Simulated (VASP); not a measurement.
A run of VASP 6.6.1 is set up as follows.

File INCAR:

```
ALGO = Normal ; EDIFF = 1E-7
ENCUT = 520 ; GGA = PE
GGA_COMPAT = False ; ISIF = 2
ISMEAR = 0 ; LASPH = True
LCHARG = False ; LMAXMIX = 4
LORBIT = 11 ; LORBMOM = True
LREAL = False ; LSORBIT = True
LWAVE = False ; MAGMOM = 0 0 0
NBANDS = 25 ; NELM = 150
PREC = Accurate ; SIGMA = 0.05
```

KPOINTS

```
k-points
0
Gamma
  18 18 18
```

The input POSCAR:

```
Mo
1.0
    0.0000000000      2.0014238984      2.0014238984
    2.0014238984      0.0000000000      2.0014238984
    2.0014238984      2.0014238984      0.0000000000
Mo
1
Direct
    0.0000000000      0.0000000000      0.0000000000
```

Potentials or basis: VASP PAW PBE potentials, release 64 (Mo_sv).

Run with:

```bash
$ cat potpaw_PBE.64/Mo_sv/POTCAR > POTCAR
$ mpirun -np 1 vasp_ncl > vasp.out
```

Problem. What does it give for the net moment?

Solution. 0.00 μB per cell.

Problem. Predict the pressure.

Solution. 0.5 GPa.

Moments on the atoms (μB; x, y, z):
```
Mo  0.00 0.00 0.00
```
